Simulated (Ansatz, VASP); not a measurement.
Two plane-wave programs on KMgF3

```
K Mg F
1.0
     4.11899    0.77927    0.77927
     0.77927    4.11899    0.77927
     0.77927    0.77927    4.11899
K Mg F
1 1 3
Cartesian
  2.8388 2.8388 2.8388
  0.0000 0.0000 0.0000
  2.0595 0.3896 0.3896
  0.3896 2.0595 0.3896
  0.3896 0.3896 2.0595
```

Alike in both runs: task single point; functional LDA; k mesh 6 × 6 × 6; occupations gaussian, width 0.05 eV; no spin polarisation.

|  | VASP | Ansatz |
| --- | --- | --- |
| version | VASP 6.6.1 | Ansatz 0.2.0 |
| potentials or method | VASP PAW LDA potentials, release 64 (K_sv, Mg, F), cutoff 520 eV | scalar-relativistic, plane waves, PAW |
| valence electrons in the cell | 32 | 40 |

```csv
,VASP,Ansatz,Ansatz less VASP
gap on the k mesh at the Fermi level (eV),2.83,2.87,+0.039
least direct gap on the mesh (eV),2.84,2.87,+0.038
pressure (GPa),5.9,6.3,+0.44
"traceless stress, the component that is largest in VASP (GPa)",-19.47,-19.15,+0.322
```

LDA's correlation is that of Perdew and Zunger in VASP and of Perdew and Wang (1992) in Ansatz. VASP's potentials hold 32 valence electrons a cell and Ansatz's 40, so a difference there can come from the potentials and not from the codes.
